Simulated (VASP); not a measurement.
# Se (P3_121) in VASP: electric field gradients with PBE+D3(BJ)

Aim: the electric field gradients of Se with PBE+D3(BJ).

Program: VASP 6.6.1. These are calculated values, not measurements. Logs are shortened: lines on timing, memory, paths and dates and some standing lists are left out, and cuts for length are marked.

**1. The cell of the first run**

It takes space group P3_121 (No. 152, trigonal). Conventional cell: a = 4.067 Å, b = 4.067 Å, c = 5.130 Å, α = 90.00°, β = 90.00°, γ = 120.00°. Within 3.2 Å of Se (site symmetry 2) lie 6 Se at 2.44 to 3.20 Å.

**2. Electric field gradients, PBE+D3(BJ)**

Contents of INCAR:

```
PREC = Accurate ; ENCUT = 520
EDIFF = 1E-8 ; ISMEAR = 0
SIGMA = 0.01 ; LREAL = False
LASPH = True ; NELM = 80
ALGO = Normal ; ISIF = 2
LWAVE = False ; LCHARG = False
GGA = PE ; IVDW = 12
LEFG = True ; NBANDS = 16
```

Contents of KPOINTS:

```
regular mesh
0
Gamma
  12 12 8
```

Contents of POSCAR:

```
Se
1.0
    4.0672740830      0.0000000000      0.0000000000
   -2.0336370415      3.5223626800      0.0000000000
    0.0000000000      0.0000000000      5.1295445751
Se
3
Direct
    0.2472867246      0.0000000000      0.3333333333
    0.0000000000      0.2472867246      0.6666666667
    0.7527132754      0.7527132754      0.0000000000
```

Potentials or basis: VASP PAW PBE potentials, release 64 (Se).

Started as:

```bash
$ cat potpaw_PBE.64/Se/POTCAR > POTCAR
$ mpirun -np 1 vasp_std > vasp.out
```

OUTCAR:

```text
PREC = Accurate
   ENCUT = 520
   EDIFF = 1E-8
   ISMEAR = 0
   LREAL = False
   LASPH = True
   NELM = 80
   ISIF = 2
   GGA = PE
   IVDW = 12
 IVDW          = 12

 ion  position               nearest neighbor table
   1  0.247  0.000  0.333-   3 2.44   2 2.44
   2  0.000  0.247  0.667-   3 2.44   1 2.44
   3  0.753  0.753  0.000-   2 2.44   1 2.44

  LATTYP: Found a hexagonal cell.
 ALAT       =     4.0672740830
 C/A-ratio  =     1.2611750451

  Lattice vectors:

 A1 = (   4.0672740830,   0.0000000000,   0.0000000000)
 A2 = (  -2.0336370415,   3.5223626800,   0.0000000000)
 A3 = (   0.0000000000,   0.0000000000,   5.1295445751)

Analysis of symmetry for initial positions (statically):
=====================================================================
 Subroutine PRICEL returns:
 Original cell was already a primitive cell.

 Routine SETGRP: Setting up the symmetry group for a
 hexagonal supercell.

 Subroutine GETGRP returns: Found  6 space group operations
 (whereof  2 operations were pure point group operations)
 out of a pool of 24 trial point group operations.

The static configuration has the point symmetry C_2 .
 The point group associated with its full space group is D_3 .

Analysis of symmetry for dynamics (positions and initial velocities):
=====================================================================
 Subroutine PRICEL returns:
 Original cell was already a primitive cell.

 Routine SETGRP: Setting up the symmetry group for a
 hexagonal supercell.

 Subroutine GETGRP returns: Found  6 space group operations
 (whereof  2 operations were pure point group operations)
 out of a pool of 24 trial point group operations.

The dynamic configuration has the point symmetry C_2 .
 The point group associated with its full space group is D_3 .

 Subroutine INISYM returns: Found  6 space group operations
 (whereof  2 operations are pure point group operations),
 and found     1 'primitive' translations

----------------------------------------------------------------------------------------

                                     Primitive cell

  volume of cell :      73.4880

  direct lattice vectors                    reciprocal lattice vectors
     4.067274083  0.000000000  0.000000000     0.245864916  0.141950175  0.000000000
    -2.033637042  3.522362680  0.000000000     0.000000000  0.283900351  0.000000000
     0.000000000  0.000000000  5.129544575     0.000000000  0.000000000  0.194949081

  length of vectors
     4.067274083  4.067274083  5.129544575     0.283900351  0.283900351  0.194949081

  position of ions in fractional coordinates (direct lattice)
     0.247286725  0.000000000  0.333333333
     0.000000000  0.247286725  0.666666667
     0.752713275  0.752713275  0.000000000

  ion indices of the primitive-cell ions
   primitive index   ion index
                 1           1
                 2           2
                 3           3

----------------------------------------------------------------------------------------

 KPOINTS: regular mesh

Automatic generation of k-mesh.
 Grid dimensions read from file:
 generate k-points for:   12   12    8

 Generating k-lattice:

  Cartesian coordinates                     Fractional coordinates (reciprocal lattice)
     0.020488743  0.011829181  0.000000000     0.083333333  0.000000000  0.000000000
     0.000000000  0.023658363  0.000000000     0.000000000  0.083333333  0.000000000
     0.000000000  0.000000000  0.024368635     0.000000000  0.000000000  0.125000000

  Length of vectors
     0.023658363  0.023658363  0.024368635

  Shift w.r.t. Gamma in fractional coordinates (k-lattice)
     0.000000000  0.000000000  0.000000000

 Subroutine IBZKPT returns following result:
 ===========================================

 Found    131 irreducible k-points:

 Following reciprocal coordinates:
            Coordinates               Weight
  0.000000  0.000000  0.000000      1.000000
  0.083333  0.000000  0.000000      6.000000
  0.166667  0.000000  0.000000      6.000000
  0.250000  0.000000  0.000000      6.000000
  0.333333  0.000000  0.000000      6.000000
  0.416667  0.000000  0.000000      6.000000
[... 16 lines left out ...]
  0.166667  0.000000  0.125000      6.000000
  0.000000  0.166667  0.125000      6.000000
 [... further k-points ...]
   k-points           NKPTS =    131   k-points in BZ     NKDIM =    131   number of bands    NBANDS=     16
   number of dos      NEDOS =    301   number of ions     NIONS =      3
   total plane-waves  NPLWV =  36000
   dimension x,y,z NGX =    30 NGY =   30 NGZ =   40
   dimension x,y,z NGXF=    60 NGYF=   60 NGZF=   80
   ions per type =               3
   NGX,Y,Z   is equivalent  to a cutoff of  12.26, 12.26, 12.96 a.u.
   NGXF,Y,Z  is equivalent  to a cutoff of  24.52, 24.52, 25.93 a.u.
 SYSTEM =  unknown system
   PREC   = accura    normal or accurate (medium, high low for compatibility)
   ISTART =      0    job   : 0-new  1-cont  2-samecut
   ICHARG =      2    charge: 1-file 2-atom 10-const
   ISPIN  =      1    spin polarized calculation?
   LNONCOLLINEAR =      F non collinear calculations
   LSORBIT =      F    spin-orbit coupling
   LASPH  =      T    aspherical Exc in radial PAW
   ENCUT  =  520.0 eV  38.22 Ry    6.18 a.u.   7.56  7.56  9.54*2*pi/ulx,y,z
   NELM   =     80;   NELMIN=  2; NELMDL= -5     # of ELM steps
   EDIFF  = 0.1E-07   stopping-criterion for ELM
   LREAL  =      F    real-space projection
   EDIFFG = 0.1E-06   stopping-criterion for IOM
   NSW    =      0    number of steps for IOM
   IBRION =     -1    ionic relax: 0-MD 1-quasi-New 2-CG
   NFREE  =      0    steps in history (QN), initial steepest desc. (CG)
   ISIF   =      2    stress and relaxation
   ISYM   =      2    0-nonsym 1-usesym 2-fastsym
   POTIM  = 0.5000    time-step for ionic-motion
   TEBEG  =    0.0;   TEEND  =   0.0 temperature during run
   PSTRESS=    0.0 pullay stress
   NELECT =      18.0000    total number of electrons
   NUPDOWN=      -1.0000    fix difference up-down
   EMIN   =  10.00;   EMAX   =-10.00  energy-range for DOS
   EFERMI =   0.00;   METHOD = LEGACY
   ISMEAR =     0;   SIGMA  =   0.01  broadening in eV -4-tet -1-fermi 0-gaus
   EFERMI_NEDOS =   21; number of points for ismear=-14 and -15
   IALGO  =     38    algorithm
   IMIX   =      4    mixing-type and parameters
     AMIX     =   0.40;   BMIX     =  1.00
     AMIX_MAG =   1.60;   BMIX_MAG =  1.00
  volume/ion in A,a.u.               =      24.50       165.31
  Fermi-wavevector in a.u.,A,eV,Ry     =   1.024299  1.935645 14.275085  1.049189
  Thomas-Fermi vector in A             =   2.158079
   LORBIT       =      0    0 simple, 1 ext, 2 COOP (PROOUT), +10 PAW based schemes
   GGA     = PE    functional components
   LHFCALC =     F    Hartree Fock is set to
   AEXX    =    0.0000 exact exchange contribution
   IVDW    =    12    specifies the selected vdW correction
   LEPSILON=     F    determine dielectric tensor
   LRPA    =     F    only Hartree local field effects (RPA)
 non-spin polarized calculation
 Gauss-broadening in eV      SIGMA  =   0.01
  energy-cutoff  :      520.00
  volume of cell :       73.49
 maximum number of plane-waves:      2000
   NGX = 15   NGY = 15   NGZ = 19

 number of electron      17.9999998 magnetization

 Free energy of the ion-electron system (eV)
  ---------------------------------------------------
  ext. energy  EPLUGINS =         0.00000000
  ---------------------------------------------------
  free energy    TOTEN  =       -10.42358963 eV

  energy without entropy =      -10.42358963  energy(sigma->0) =      -10.42358963

 E-fermi :   3.7350     XC(G=0):  -9.4324

 val. band max:        3.6915630939   @ k =   0.4167   0.1667   0.5000
 cond. band min:       4.1969699127   @ k =   0.3333   0.3333   0.5000
 fundamental gap:      0.5054068188
 Fermi energy:         3.7350393461

 k-point     1 :       0.0000    0.0000    0.0000
  band No.  band energies     occupation
      1     -12.2737      2.00000
      2      -8.2320      2.00000
      3      -8.2320      2.00000
      4       0.0459      2.00000
      5       0.2416      2.00000
      6       0.2416      2.00000
[... 433 lines left out ...]
      3      -7.4796      2.00000
      4      -0.9046      2.00000
      5      -0.6272      2.00000
      6       0.2647      2.00000
[... 8 lines left out ...]
     15      11.4910      0.00000
     16      12.2384      0.00000

 [... further k-points ...]

------------------------ aborting loop because EDIFF is reached ----------------------------------------

 Edisp (eV)   -1.06860

 E8    (eV) :    -0.4415

  FORCE on cell =-STRESS in cart. coord.  units (eV):
  Direction    XX          YY          ZZ          XY          YZ          ZX
  --------------------------------------------------------------------------------------
  -------------------------------------------------------------------------------------
  Total       0.03519     0.03519     0.06557     0.00000     0.00000    -0.00000
  in kB       0.76712     0.76712     1.42948     0.00000     0.00000    -0.00000
  external pressure =        0.99 kB  Pullay stress =        0.00 kB

 VOLUME and BASIS-vectors are now :
 -----------------------------------------------------------------------------
  energy-cutoff  :      520.00
  volume of cell :       73.49
      direct lattice vectors                 reciprocal lattice vectors
     4.067274083  0.000000000  0.000000000     0.245864916  0.141950175  0.000000000
    -2.033637042  3.522362680  0.000000000     0.000000000  0.283900351  0.000000000
     0.000000000  0.000000000  5.129544575     0.000000000  0.000000000  0.194949081

 POSITION                                       TOTAL-FORCE (eV/Angst)
 -----------------------------------------------------------------------------------
      1.00578      0.00000      1.70985         0.020758      0.000000      0.000000
     -0.50289      0.87103      3.41970        -0.010379      0.017977     -0.000000
      1.53075      2.65133      0.00000        -0.010379     -0.017977      0.000000
 -----------------------------------------------------------------------------------
    total drift:                               -0.000001     -0.000001      0.000000

  FREE ENERGIE OF THE ION-ELECTRON SYSTEM (eV)
  ---------------------------------------------------
  free  energy   TOTEN  =       -11.4921926745 eV

  energy  without entropy=      -11.4921926745  energy(sigma->0) =      -11.49219267

 Electric field gradients (V/A^2)
---------------------------------------------------------------------
 ion       V_xx      V_yy      V_zz      V_xy      V_xz      V_yz
---------------------------------------------------------------------
   1     152.588  -320.779   168.191    -0.000     0.000   287.514
   2    -202.437    34.246   168.191  -204.974  -248.994  -143.757
   3    -202.437    34.246   168.191   204.974   248.994  -143.757
---------------------------------------------------------------------

 Electric field gradients after diagonalization (V/A^2)
 (convention: |V_zz| > |V_xx| > |V_yy|)
----------------------------------------------------------------------
 ion       V_xx      V_yy      V_zz     asymmetry (V_yy - V_xx)/ V_zz
----------------------------------------------------------------------
   1     301.114   152.588  -453.703       0.327
   2     301.114   152.588  -453.703       0.327
   3     301.114   152.588  -453.703       0.327
----------------------------------------------------------------------

           NMR quadrupolar parameters

 Cq : quadrupolar parameter    Cq=e*Q*V_zz/h
 eta: asymmetry parameters     (V_yy - V_xx)/ V_zz
 Q  : nuclear electric quadrupole moment in mb (millibarn)
----------------------------------------------------------------------
 ion       Cq(MHz)       eta       Q (mb)
----------------------------------------------------------------------
   1      -1.097       0.327       1.000
   2      -1.097       0.327       1.000
   3      -1.097       0.327       1.000
----------------------------------------------------------------------
```

It took 62 s on 1 thread of AMD EPYC 9R45 (Zen 5), shared host; peak memory 0.23 GiB.

What came out:

- Free energy: -11.4922 eV
- Pressure: 0.1 GPa
- Largest force: 0.021 eV/Å
- Band gap on the k mesh: 0.51 eV (least direct gap 0.52 eV)
- Largest electric field gradient by atom: Se -453.7 V/Å²
- Dispersion energy per atom: -0.356 eV

Forces in eV/Å, atoms in the order of the input:
```
Se   0.021  0.000  0.000
Se  -0.010  0.018  0.000
Se  -0.010 -0.018  0.000
```

Levels at points of the mesh, in eV from the valence-band top:
```
           k point  band 6  band 7  band 8  band 9  band 10  band 11  band 12  band 13
(0.00, 0.00, 0.00)   -3.45   -1.88   -1.88   -0.54     1.46     1.46     2.05     6.40
(0.50, 0.00, 0.00)   -3.78   -3.54   -1.47   -0.98     1.47     1.73     4.25     4.48
(0.00, 0.00, 0.50)   -3.10   -1.38   -1.35   -1.35     0.93     0.96     0.96     5.68
(0.50, 0.00, 0.50)   -4.23   -2.40   -1.92   -0.08     1.32     2.50     2.95     6.03
```

Electric field gradients, principal values (V/Å²):
```csv
atom,least,middle,greatest (by size)
1 Se,152.588,301.114,-453.703
2 Se,152.588,301.114,-453.703
3 Se,152.588,301.114,-453.703
```

Caveat: without QUAD_EFG the Cq values of the log hold for a quadrupole moment of 1 mb, not for the nuclei. A k mesh can miss the band edges.
